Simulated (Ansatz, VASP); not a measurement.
**ZnCu in VASP and in Ansatz**

INCAR

```
SYSTEM = ZnCu
PREC = Accurate
ENCUT = 820
EDIFF = 1E-6
ISMEAR = -1
SIGMA = 0.05
LREAL = .FALSE.
LASPH = .TRUE.
NELM = 120
ALGO = Normal
ISIF = 2
LWAVE = .FALSE.
LCHARG = .FALSE.
GGA = CA
NBANDS = 22
GGA_COMPAT = .FALSE.
```

The input KPOINTS:

```
regular mesh
0
G
  9 9 9
  0 0 0
```

POSCAR

```
ZnCu
1.0
    2.9252343038      0.0000000000      0.0000000000
    0.0000000000      2.9252343038      0.0000000000
    0.0000000000      0.0000000000      2.9252343038
Zn Cu
1 1
Direct
    0.5000000000      0.5000000000      0.5000000000
    0.0000000000      0.0000000000      0.0000000000
```

The input input.yaml:

```yaml
crystal:
  lattice:
    - [2.9252343038, 0.0, 0.0]
    - [0.0, 2.9252343038, 0.0]
    - [0.0, 0.0, 2.9252343038]
  atoms:
    - { symbol: Zn, position: [0.5, 0.5, 0.5] }
    - { symbol: Cu, position: [0.0, 0.0, 0.0] }
hamiltonian:
  xc: lda
  pseudopotentials: { kind: paw }
kpoints:
  mp_grid: { grid: [9, 9, 9] }
scf:
  occupations: { method: fermi_dirac, width: 0.05 }
output:
  forces: true
  stress: true
  eigenvalues: true
  write_density: true
  write_potential: true
  elf: true
  volumetric_format: npy
```

Alike in both runs: task single point; functional LDA; k mesh 9 × 9 × 9; occupations fermi-dirac, width 0.05 eV; no spin polarisation.

|  | VASP | Ansatz |
| --- | --- | --- |
| version | VASP 6.6.1 | Ansatz 0.2.0 |
| potentials or method | VASP PAW LDA potentials, release 64 (Zn, Cu_sv_GW) | Ansatz PAW |
| plane-wave cutoff (eV) | 820 | 420 |
| valence electrons in the cell | 31 | 31 |

```tsv
	VASP	Ansatz	Ansatz less VASP
gap on the k mesh at the Fermi level (eV)	none	none	-
pressure (GPa)	-8.0	-7.4	+0.53
```

LDA's correlation is that of Perdew and Zunger in VASP and of Perdew and Wang (1992) in Ansatz. A gap of «none» marks a metal or a gap that the smearing closes.
